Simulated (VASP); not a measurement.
A run of VASP 6.6.1 is set up as follows.

The input INCAR:

```
  PREC = Accurate
  ENCUT = 520
  EDIFF = 1E-6
  ISMEAR = 0
  SIGMA = 0.01
  LREAL = Auto
  LASPH = True
  NELM = 150
  ALGO = Normal
  ISIF = 2
  LWAVE = False
  LCHARG = False
  ISPIN = 2
  MAGMOM = 0 0 0 0 0 0 0 0 0 0 0 0 0 0 0 0 0 0 0 0 0 0 0 0 0 0 0 0.25 0 0 0 0 0 0 0 0 0 0 0 0 0 0 0 0 0 0 0 0 0.25 0 0 0 0.25 0 0.25
  LORBIT = 11
  GGA = PE
  NELECT = 221.0
  NBANDS = 147
  LUSENCCL = False
```

The input KPOINTS:

```
regular mesh
0
Gamma
  2 2 2
```

File POSCAR:

```
Si27C28
1.0
    1.5470600903      8.0387600360      0.0000000000
    6.1882403609     -5.3591733574      0.0000000000
    0.0000000000      0.0000000000    -10.1293392009
Si C
27 28
Direct
    0.3789914466      0.9046255228      0.0624292253
    0.5239752032      0.6172191782      0.0624292253
    0.6648495234      0.3323646873      0.0625588456
    0.8113815479      0.0496092795      0.0624292253
    0.9532626356      0.7637512027      0.0625588456
    0.0962360387      0.4753380905      0.0625588456
    0.1904636146      0.9528533982      0.5620876474
    0.3334632055      0.6674646343      0.5623028767
    0.4757473279      0.3804634708      0.5620876474
    0.6197489004      0.0951375206      0.5623028767
    0.7611360918      0.8088518256      0.5623028767
    0.9047827326      0.5238179935      0.5625278686
    0.0481372552      0.2381371115      0.5620876474
    0.0005035331      0.0006139339      0.3101743161
    0.1425770259      0.7144542240      0.3119389036
    0.2858578724      0.4280971929      0.3101743161
    0.4279867922      0.1427428537      0.3101743161
    0.5714493992      0.8571513268      0.3114613925
    0.7141465021      0.5709760563      0.3119389036
    0.8576246698      0.2860237002      0.3119389036
    0.0010593085      0.0009809783      0.8134717884
    0.1430788549      0.7147378373      0.8130951844
    0.2856691414      0.4275414175      0.8134717884
    0.4276197477      0.1429315846      0.8134717884
    0.5714493992      0.8571513268      0.8135189567
    0.7138628887      0.5711942720      0.8130951844
    0.8574064540      0.2855218711      0.8130951844
    0.2381160659      0.1904846602      0.2654836466
    0.3805765853      0.9039095818      0.2504651075
    0.5246911443      0.6195202579      0.2504651075
    0.6672646272      0.3333136477      0.2505269084
    0.8090804681      0.0480241408      0.2504651075
    0.9517964922      0.7613360989      0.2505269084
    0.0952870783      0.4768042339      0.2505269084
    0.1903362880      0.9523933138      0.7499434199
    0.3334182038      0.6677343797      0.7495747908
    0.4762074122      0.3807962286      0.7499434199
    0.6200636475      0.0951825223      0.7495747908
    0.7608663464      0.8085370785      0.7495747908
    0.9047827326      0.5238179935      0.7504900509
    0.0478044975      0.2382644381      0.7499434199
    0.4295962915      0.1424593897      0.4999237942
    0.5714493992      0.8571513268      0.4989931205
    0.7141244417      0.5709063465      0.4994939336
    0.8576943796      0.2860713496      0.4994939336
   -0.0013894302      0.9990044346      0.4999237942
    0.1425293764      0.7144762844      0.4994939336
    0.2861413364      0.4299901562      0.4999237942
    0.4444206590      0.1381638414      0.9947847823
    0.5714493992      0.8571513268      1.0007060199
    0.7142132329      0.5698767782      1.0001311499
    0.8587239479      0.2871897092      1.0001311499
   -0.0205093460      0.9841800671      0.9947847823
    0.1414110169      0.7143874931      1.0001311499
    0.2904368847      0.4491100720      0.9947847823
```

Potentials or basis: VASP PAW PBE potentials, release 64 (Si, C).

The run is started by

```console
$ cat potpaw_PBE.64/Si/POTCAR potpaw_PBE.64/C/POTCAR > POTCAR
$ mpirun -np 1 vasp_std > vasp.out
```

Q: What does it give for the net moment?

A: 3.00 μB per cell.

Q: Predict the site moments.

A: Si -0.00, +0.01, -0.01, +0.00 (each value once); C +0.29, +0.00, +0.01, +0.03, +0.02, +0.31, +0.07 (each value once) μB.

Forces on the atoms (eV/Å):
```
Si   0.002  0.001  0.001
Si  -0.001 -0.002  0.001
Si   0.000  0.000  0.003
Si  -0.002  0.002  0.001
Si  -0.001  0.000  0.003
Si   0.000  0.000  0.003
Si  -0.001  0.001  0.000
Si   0.000  0.000  0.000
Si   0.002  0.000  0.000
Si   0.000  0.000  0.000
Si   0.000  0.000  0.000
Si   0.000  0.000  0.001
Si   0.000 -0.001  0.000
Si  -0.002 -0.001 -0.001
Si   0.000 -0.001 -0.002
Si   0.002 -0.001 -0.001
Si   0.000  0.002 -0.001
Si   0.000  0.000  0.000
Si  -0.001  0.000 -0.002
Si   0.001  0.000 -0.002
Si  -0.001 -0.001 -0.003
Si   0.000  0.000 -0.002
Si   0.002  0.000 -0.003
Si   0.000  0.002 -0.003
Si   0.000  0.000 -0.002
Si   0.000  0.000 -0.002
Si   0.000  0.000 -0.002
C    0.000  0.000  0.000
C    0.000 -0.001  0.003
C   -0.001  0.000  0.003
C   -0.003 -0.004  0.004
C    0.000  0.001  0.003
C    0.005  0.000  0.004
C   -0.002  0.005  0.004
C    0.006 -0.004  0.001
C   -0.002  0.002 -0.001
C   -0.006 -0.003  0.001
C   -0.001 -0.003 -0.001
C    0.003  0.001 -0.001
C    0.000  0.000 -0.001
C    0.001  0.007  0.001
C    0.002  0.001  0.002
C    0.000  0.000  0.001
C   -0.003 -0.002  0.001
C    0.000  0.003  0.001
C   -0.002  0.001  0.002
C    0.003 -0.001  0.001
C    0.000 -0.002  0.002
C    0.001 -0.001 -0.001
C    0.000  0.000 -0.004
C   -0.005  0.000 -0.004
C    0.002  0.004 -0.004
C    0.001  0.001 -0.001
C    0.002 -0.004 -0.004
C   -0.002  0.000 -0.001
```

Caveat: the k points lie up to 0.44 Å⁻¹ apart; the cell carries a net charge on a neutralising background, which shifts energy and pressure; the cell differs from its parent crystal (atoms taken out, then relaxed in part).
